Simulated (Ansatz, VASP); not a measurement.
**Re in VASP and in Ansatz**

INCAR

```
SYSTEM = Re
ALGO     = Normal         ! electronic algorithm
EDIFF    = 1E-6           ! SCF threshold, eV
ENCUT    = 560            ! plane-wave cutoff, eV
GGA      = PE             ! functional
GGA_COMPAT= .False.      
ISIF     = 2              ! what is computed and relaxed
ISMEAR   = 0              ! smearing method
LASPH    = .True.         ! aspherical terms in the spheres
LCHARG   = .False.        ! write CHGCAR
LREAL    = .False.        ! projectors in reciprocal space
LWAVE    = .False.        ! write WAVECAR
NBANDS   = 14             ! bands
NELM     = 120            ! most SCF steps
PREC     = Accurate       ! precision mode
SIGMA    = 0.15           ! smearing width, eV
```

Contents of KPOINTS:

```
k-points
0
Gamma
  10 10 10
  0 0 0
```

The input POSCAR:

```
Re
1.0
    0.0000000000      2.2967932169      1.4451422921
    2.2967932169      0.0000000000      1.4451422921
    2.2967932169      2.2967932169      0.0000000000
Re
1
Direct
    0.0000000000      0.0000000000      0.0000000000
```

Input for Ansatz:

```yaml
crystal:
  lattice:
    - [0.0, 2.2967932169, 1.4451422921]
    - [2.2967932169, 0.0, 1.4451422921]
    - [2.2967932169, 2.2967932169, 0.0]
  atoms:
    - { symbol: Re, position: [0.0, 0.0, 0.0] }
basis:
  ecutwfc: 420
kpoints:
  mp_grid: { grid: [10, 10, 10] }
hamiltonian:
  xc: pbe
scf:
  occupations: { method: gaussian, width: 0.15 }
output:
  forces: true
  stress: true
  eigenvalues: true
```

Alike in both runs: task single point; functional PBE; k mesh 10 × 10 × 10; occupations gaussian, width 0.15 eV; no spin polarisation.

|  | VASP | Ansatz |
| --- | --- | --- |
| version | VASP 6.6.1 | Ansatz 0.2.0 |
| potentials or method | VASP PAW PBE potentials, release 64 (Re_sv_GW), cutoff 560 eV | scalar-relativistic, plane waves, PAW |
| valence electrons in the cell | 15 | 15 |

|  | VASP | Ansatz | Ansatz less VASP |
| --- | --- | --- | --- |
| gap on the k mesh at the Fermi level (eV) | none | none | - |
| pressure (GPa) | -4.0 | -2.5 | +1.46 |
| traceless stress, the component that is largest in VASP (GPa) | 3.41 | 3.42 | +0.012 |

A gap of «none» marks a metal or a gap that the smearing closes.

Spin-orbit coupling is off throughout.
